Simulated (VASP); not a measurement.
Input of a VASP 6.6.1 run:

Contents of INCAR:

```
ALGO = Normal ; EDIFF = 1E-6
ENCUT = 520 ; GGA = CA
ISIF = 2 ; ISMEAR = 0
LASPH = T ; LCHARG = F
LREAL = F ; LWAVE = F
NBANDS = 18 ; NELM = 60
PREC = Accurate ; SIGMA = 0.05
```

Contents of KPOINTS:

```
k-points
0
Gamma
  9 9 6
```

File POSCAR:

```
LiF
1.0
    2.9880110668      0.0000000000      0.0000000000
   -1.4940055334      2.5876934907      0.0000000000
    0.0000000000      0.0000000000      4.4847058102
Li F
2 2
Direct
    0.3333333333      0.6666666667      0.3839784076
    0.6666666667      0.3333333333      0.8839784076
    0.3333333333      0.6666666667      0.9910195924
    0.6666666667      0.3333333333      0.4910195924
```

Potentials or basis: VASP PAW LDA potentials, release 64 (Li_sv, F).

Command:

```console
$ cat potpaw_LDA.64/Li_sv/POTCAR potpaw_LDA.64/F/POTCAR > POTCAR
$ mpirun -np 1 vasp_std > vasp.out
```

(1) What does it give for the largest force?

(2) What does it give for the band gap on the k mesh?

Answers

(1) 0.181 eV/Å.

(2) 8.17 eV.

Caveat: an odd mesh through Γ misses points on the zone boundary, where band edges can lie.
